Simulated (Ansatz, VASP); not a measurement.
# One calculation of SiC, two programs

File INCAR:

```
  PREC = Accurate
  ENCUT = 520
  EDIFF = 1E-7
  ISMEAR = 0
  SIGMA = 0.05
  LREAL = False
  LASPH = True
  NELM = 80
  ALGO = Normal
  ISIF = 2
  LWAVE = False
  LCHARG = True
  GGA = PE
  LELF = True
  LVHAR = True
  NBANDS = 26
```

The input KPOINTS:

```
regular mesh
0
Gamma
  12 12 4
```

File POSCAR:

```
SiC
1.0
    2.9703553735      0.0000000000      0.0000000000
   -1.4851776867      2.5724032117      0.0000000000
    0.0000000000      0.0000000000      9.7241656306
Si C
4 4
Direct
    0.6666666667      0.3333333333      0.9378441878
    0.3333333333      0.6666666667      0.4378441878
    0.0000000000      0.0000000000      0.6878995565
    0.0000000000      0.0000000000      0.1878995565
    0.6666666667      0.3333333333      0.7498074459
    0.3333333333      0.6666666667      0.2498074459
    0.0000000000      0.0000000000      0.5004478098
    0.0000000000      0.0000000000      0.0004478098
```

Input for Ansatz:

```yaml
crystal:
  lattice:
    - [2.9703553735, 0.0, 0.0]
    - [-1.4851776867, 2.5724032117, 0.0]
    - [0.0, 0.0, 9.7241656306]
  atoms:
    - { symbol: Si, position: [0.6666666667, 0.3333333333, 0.9378441878] }
    - { symbol: Si, position: [0.3333333333, 0.6666666667, 0.4378441878] }
    - { symbol: Si, position: [0.0, 0.0, 0.6878995565] }
    - { symbol: Si, position: [0.0, 0.0, 0.1878995565] }
    - { symbol: C, position: [0.6666666667, 0.3333333333, 0.7498074459] }
    - { symbol: C, position: [0.3333333333, 0.6666666667, 0.2498074459] }
    - { symbol: C, position: [0.0, 0.0, 0.5004478098] }
    - { symbol: C, position: [0.0, 0.0, 0.0004478098] }
basis:
  ecutwfc: 420
kpoints:
  mp_grid: { grid: [12, 12, 4] }
hamiltonian:
  xc: pbe
scf:
  occupations: { method: gaussian, width: 0.05 }
output:
  forces: true
  stress: true
  eigenvalues: true
```

Change from the starting cell: strain -0.040 along x and y, -0.040 along z, atoms carried along.

Alike in both runs: task single point; functional PBE; k mesh 12 × 12 × 4; occupations gaussian, width 0.05 eV; no spin polarisation.

|  | VASP | Ansatz |
| --- | --- | --- |
| version | VASP 6.6.1 | Ansatz 0.2.0 |
| potentials or method | VASP PAW PBE potentials, release 64 (Si, C), cutoff 520 eV | scalar-relativistic, plane waves, PAW |
| valence electrons in the cell | 32 | 32 |

|  | VASP | Ansatz | Ansatz less VASP |
| --- | --- | --- | --- |
| gap on the k mesh at the Fermi level (eV) | 2.23 | 2.24 | +0.002 |
| least direct gap on the mesh (eV) | 3.38 | 3.38 | +0.005 |
| pressure (GPa) | 33.0 | 33.1 | +0.13 |
| traceless stress, the component that is largest in VASP (GPa) | -0.33 | -0.34 | -0.006 |
| rms of the force components (eV/Å) | 0.015 | 0.016 | +0.0006 |

Atom by atom the forces differ by 0.001 eV/Å (rms over components). Both programs put the cell under a high pressure, so it lies far from rest at this level.
